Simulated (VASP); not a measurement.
# AgB2 (P6/mmm) in VASP: single point with PBE

Aim: the single point of AgB2 with PBE.

All numbers are computed with VASP 6.6.1; they aren't measurements. Logs are shortened: lines on timing, memory, paths and dates and some standing lists are left out, and cuts for length are marked.

## (1) The cell of the first run

Symmetry: P6/mmm, No. 191, hexagonal system. Conventional cell: a = 3.027 Å, b = 3.027 Å, c = 4.064 Å, α = 90.00°, β = 90.00°, γ = 120.00°. Ag (site symmetry 6/mmm) has 12 B at 2.68 Å and 6 Ag at 3.03 Å within 3.5 Å. B (site symmetry -6m2) has 3 B at 1.75 Å within 2.3 Å.

## (2) Single point, PBE

INCAR reads:

```
PREC = Accurate
ENCUT = 520
EDIFF = 1E-6
ISMEAR = 1
SIGMA = 0.15
LREAL = F
LASPH = T
NELM = 80
ALGO = Normal
ISIF = 2
LWAVE = F
LCHARG = F
GGA = PE
NBANDS = 16
```

KPOINTS reads:

```
Automatic mesh
0
Gamma
  9 9 6
```

POSCAR reads:

```
AgB2
1.0
    3.0268040000      0.0000000000      0.0000000000
   -1.5134020000      2.6212890000      0.0000000000
    0.0000000000      0.0000000000      4.0639220000
Ag B
1 2
Direct
    0.0000000000      0.0000000000      0.0000000000
    0.3333330000      0.6666670000      0.5000000000
    0.6666670000      0.3333330000      0.5000000000
```

Potentials or basis: VASP PAW PBE potentials, release 64 (Ag, B).

The run is started by

```console
$ cat potpaw_PBE.64/Ag/POTCAR potpaw_PBE.64/B/POTCAR > POTCAR
$ mpirun -np 1 vasp_std > vasp.out
```

OUTCAR:

```text
PREC = Accurate
   ENCUT = 520
   EDIFF = 1E-6
   ISMEAR = 1
   LREAL = F
   LASPH = T
   NELM = 80
   ISIF = 2
   GGA = PE

 ion  position               nearest neighbor table
   1  0.000  0.000  0.000-   2 2.68   3 2.68   2 2.68   3 2.68   2 2.68   2 2.68   3 2.68   3 2.68
                             3 2.68   3 2.68   2 2.68   2 2.68
   2  0.333  0.667  0.500-   3 1.75   3 1.75   3 1.75   1 2.68   1 2.68   1 2.68   1 2.68   1 2.68
                             1 2.68
   3  0.667  0.333  0.500-   2 1.75   2 1.75   2 1.75   1 2.68   1 2.68   1 2.68   1 2.68   1 2.68
                             1 2.68

  LATTYP: Found a hexagonal cell.
 ALAT       =     3.0268040000
 C/A-ratio  =     1.3426445848

  Lattice vectors:

 A1 = (   3.0268040000,   0.0000000000,   0.0000000000)
 A2 = (  -1.5134020000,   2.6212890000,   0.0000000000)
 A3 = (   0.0000000000,   0.0000000000,   4.0639220000)

Analysis of symmetry for initial positions (statically):
=====================================================================
 Subroutine PRICEL returns:
 Original cell was already a primitive cell.

 Routine SETGRP: Setting up the symmetry group for a
 hexagonal supercell.

 Subroutine GETGRP returns: Found 24 space group operations
 (whereof 24 operations were pure point group operations)
 out of a pool of 24 trial point group operations.

The static configuration has the point symmetry D_6h.

Analysis of symmetry for dynamics (positions and initial velocities):
=====================================================================
 Subroutine PRICEL returns:
 Original cell was already a primitive cell.

 Routine SETGRP: Setting up the symmetry group for a
 hexagonal supercell.

 Subroutine GETGRP returns: Found 24 space group operations
 (whereof 24 operations were pure point group operations)
 out of a pool of 24 trial point group operations.

The dynamic configuration has the point symmetry D_6h.

 Subroutine INISYM returns: Found 24 space group operations
 (whereof 24 operations are pure point group operations),
 and found     1 'primitive' translations

----------------------------------------------------------------------------------------

                                     Primitive cell

  volume of cell :      32.2437

  direct lattice vectors                    reciprocal lattice vectors
     3.026804000  0.000000000  0.000000000     0.330381485  0.190745851  0.000000000
    -1.513402000  2.621289000  0.000000000     0.000000000  0.381491701  0.000000000
     0.000000000  0.000000000  4.063922000     0.000000000  0.000000000  0.246067715

  length of vectors
     3.026804000  3.026803865  4.063922000     0.381491684  0.381491701  0.246067715

  position of ions in fractional coordinates (direct lattice)
     0.000000000  0.000000000  0.000000000
     0.333333000  0.666667000  0.500000000
     0.666667000  0.333333000  0.500000000

  ion indices of the primitive-cell ions
   primitive index   ion index
                 1           1
                 2           2
                 3           3

----------------------------------------------------------------------------------------

 KPOINTS: Automatic mesh

Automatic generation of k-mesh.
 Grid dimensions read from file:
 generate k-points for:    9    9    6

 Generating k-lattice:

  Cartesian coordinates                     Fractional coordinates (reciprocal lattice)
     0.036709054  0.021193983  0.000000000     0.111111111  0.000000000  0.000000000
     0.000000000  0.042387967  0.000000000     0.000000000  0.111111111  0.000000000
     0.000000000  0.000000000  0.041011286     0.000000000  0.000000000  0.166666667

  Length of vectors
     0.042387965  0.042387967  0.041011286

  Shift w.r.t. Gamma in fractional coordinates (k-lattice)
     0.000000000  0.000000000  0.000000000

 Subroutine IBZKPT returns following result:
 ===========================================

 Found     48 irreducible k-points:

 Following reciprocal coordinates:
            Coordinates               Weight
  0.000000  0.000000  0.000000      1.000000
  0.111111 -0.000000  0.000000      6.000000
  0.222222 -0.000000  0.000000      6.000000
  0.333333  0.000000  0.000000      6.000000
  0.444444 -0.000000  0.000000      6.000000
  0.111111  0.111111  0.000000      6.000000
[... 16 lines left out ...]
  0.333333  0.222222  0.166667     24.000000
  0.333333  0.333333  0.166667      4.000000
 [... further k-points ...]
   k-points           NKPTS =     48   k-points in BZ     NKDIM =     48   number of bands    NBANDS=     16
   number of dos      NEDOS =    301   number of ions     NIONS =      3
   total plane-waves  NPLWV =  17280
   dimension x,y,z NGX =    24 NGY =   24 NGZ =   30
   dimension x,y,z NGXF=    48 NGYF=   48 NGZF=   60
   ions per type =               1   2
   NGX,Y,Z   is equivalent  to a cutoff of  13.18, 13.18, 12.27 a.u.
   NGXF,Y,Z  is equivalent  to a cutoff of  26.36, 26.36, 24.54 a.u.
 SYSTEM =  unknown system
   PREC   = accura    normal or accurate (medium, high low for compatibility)
   ISTART =      0    job   : 0-new  1-cont  2-samecut
   ICHARG =      2    charge: 1-file 2-atom 10-const
   ISPIN  =      1    spin polarized calculation?
   LNONCOLLINEAR =      F non collinear calculations
   LSORBIT =      F    spin-orbit coupling
   LASPH  =      T    aspherical Exc in radial PAW
   ENCUT  =  520.0 eV  38.22 Ry    6.18 a.u.   5.63  5.63  7.56*2*pi/ulx,y,z
   NELM   =     80;   NELMIN=  2; NELMDL= -5     # of ELM steps
   EDIFF  = 0.1E-05   stopping-criterion for ELM
   LREAL  =      F    real-space projection
[... 7 lines left out ...]
   TEBEG  =    0.0;   TEEND  =   0.0 temperature during run
   PSTRESS=    0.0 pullay stress
   NELECT =      17.0000    total number of electrons
   NUPDOWN=      -1.0000    fix difference up-down
   EMIN   =  10.00;   EMAX   =-10.00  energy-range for DOS
   EFERMI =   0.00;   METHOD = LEGACY
   ISMEAR =     1;   SIGMA  =   0.15  broadening in eV -4-tet -1-fermi 0-gaus
   EFERMI_NEDOS =   21; number of points for ismear=-14 and -15
   IALGO  =     38    algorithm
   IMIX   =      4    mixing-type and parameters
     AMIX     =   0.40;   BMIX     =  1.00
     AMIX_MAG =   1.60;   BMIX_MAG =  1.00
  volume/ion in A,a.u.               =      10.75        72.53
  Fermi-wavevector in a.u.,A,eV,Ry     =   1.322542  2.499243 23.798202  1.749118
  Thomas-Fermi vector in A             =   2.452216
   LORBIT       =      0    0 simple, 1 ext, 2 COOP (PROOUT), +10 PAW based schemes
   GGA     = PE    functional components
   LHFCALC =     F    Hartree Fock is set to
   AEXX    =    0.0000 exact exchange contribution
   IVDW    =     0    specifies the selected vdW correction
   LEPSILON=     F    determine dielectric tensor
   LRPA    =     F    only Hartree local field effects (RPA)
 non-spin polarized calculation
 Methfessel and Paxton  Order N= 1 SIGMA  =   0.15
  energy-cutoff  :      520.00
  volume of cell :       32.24
 maximum number of plane-waves:       891
 NGX is ok and might be reduce to    24
   NGX = 11   NGY = 11   NGZ = 15

 number of electron      16.9999996 magnetization

 Free energy of the ion-electron system (eV)
  ---------------------------------------------------
  ext. energy  EPLUGINS =         0.00000000
  ---------------------------------------------------
  free energy    TOTEN  =       -14.56239533 eV

  energy without entropy =      -14.56182672  energy(sigma->0) =      -14.56220579

 E-fermi :   6.9060     XC(G=0): -11.9794

 val. band max:        6.8750901408   @ k =   0.3333   0.1111   0.1667
 cond. band min:       7.0460874130   @ k =   0.1111   0.1111   0.3333
 fundamental gap:      0.1709972722
 Fermi energy:         6.9059781966

 k-point     1 :       0.0000    0.0000    0.0000
  band No.  band energies     occupation
      1      -5.0507      2.00000
      2       1.3924      2.00000
      3       2.2745      2.00000
      4       2.2745      2.00000
      5       3.1945      2.00000
      6       3.1945      2.00000
[... 8 lines left out ...]
     15      23.5078      0.00000
     16      24.5678      0.00000

 k-point     2 :       0.1111   -0.0000    0.0000
  band No.  band energies     occupation
      1      -4.8274      2.00000
      2       1.5469      2.00000
      3       2.1576      2.00000
      4       2.3919      2.00000
      5       2.4129      2.00000
      6       3.1623      2.00000
[... 8 lines left out ...]
     15      23.7857      0.00000
     16      24.1420      0.00000

 k-point     3 :       0.2222   -0.0000    0.0000
  band No.  band energies     occupation
      1      -4.1692      2.00000
      2       1.6755      2.00000
      3       1.7949      2.00000
      4       2.0428      2.00000
      5       2.7885      2.00000
      6       3.0817      2.00000
[... 8 lines left out ...]
     15      21.9837      0.00000
     16      22.7101      0.00000

 k-point     4 :       0.3333    0.0000    0.0000
  band No.  band energies     occupation
      1      -3.1106      2.00000
      2       1.1582      2.00000
      3       1.4160      2.00000
      4       1.9251      2.00000
      5       2.9917      2.00000
      6       3.2807      2.00000
[... 8 lines left out ...]
     15      20.3485      0.00000
     16      22.6069      0.00000
[... 324 lines left out ...]
 k-point    22 :       0.2222    0.2222    0.1667
  band No.  band energies     occupation
      1      -2.4221      2.00000
      2       1.1682      2.00000
      3       1.4074      2.00000
      4       2.1117      2.00000
      5       2.3651      2.00000
      6       3.4067      2.00000
[... 8 lines left out ...]
     15      19.2426      0.00000
     16      21.0976      0.00000

 k-point    23 :       0.3333    0.2222    0.1667
  band No.  band energies     occupation
      1      -1.1628      2.00000
      2       0.2460      2.00000
      3       1.4404      2.00000
      4       1.8997      2.00000
      5       2.1132      2.00000
      6       3.4669      2.00000
[... 8 lines left out ...]
     15      19.7882      0.00000
     16      21.0811      0.00000

 k-point    24 :       0.3333    0.3333    0.1667
  band No.  band energies     occupation
      1      -0.1064      2.00000
      2      -0.1063      2.00000
      3       0.8686      2.00000
      4       1.9806      2.00000
      5       1.9806      2.00000
      6       3.4850      2.00000
[... 8 lines left out ...]
     15      20.3822      0.00000
     16      20.3823      0.00000

 [... further k-points ...]
[... 5 lines left out ...]
  --------------------------------------------------------------------------------------
  -------------------------------------------------------------------------------------
  Total       -0.2402309     -0.2402309      0.0092582      0.0000000     -0.0000000      0.0000000
  in kB      -11.9369913    -11.9369899      0.4600361      0.0000000     -0.0000000      0.0000000
  external PRESSURE =      -7.8046484 kB  Pullay stress =       0.0000000 kB

 VOLUME and BASIS-vectors are now :
 -----------------------------------------------------------------------------
  energy-cutoff  :      520.00
  volume of cell :       32.24
      direct lattice vectors                 reciprocal lattice vectors
     3.026804000  0.000000000  0.000000000     0.330381485  0.190745851  0.000000000
    -1.513402000  2.621289000  0.000000000     0.000000000  0.381491701  0.000000000
     0.000000000  0.000000000  4.063922000     0.000000000  0.000000000  0.246067715

 POSITION                                       TOTAL-FORCE (eV/Angst)
 -----------------------------------------------------------------------------------
      0.00000      0.00000      0.00000        -0.000000      0.000000     -0.000000
     -0.00000      1.74753      2.03196        -0.000000     -0.000000     -0.000000
      1.51340      0.87376      2.03196         0.000000      0.000000      0.000000
 -----------------------------------------------------------------------------------
    total drift:                               -0.000000      0.000000      0.000000

  FREE ENERGIE OF THE ION-ELECTRON SYSTEM (eV)
  ---------------------------------------------------
  free  energy   TOTEN  =       -14.5623953271 eV

  energy  without entropy=      -14.5618267226  energy(sigma->0) =      -14.56220579
```

Run time: 42 s. Hardware: 1 thread of AMD EPYC 7R13, shared host; peak memory 0.13 GiB.

What came out:

* Free energy: -14.5624 eV
* Pressure: -0.8 GPa
* Band gap on the k mesh: zero (an odd number of electrons rules out a gap without spin polarisation)

Stress tensor (GPa, compression positive):
```
-1.19  0.00  0.00
 0.00 -1.19  0.00
 0.00  0.00  0.05
```

The gap in the log of VASP goes by the Fermi energy; the results here count the filled bands.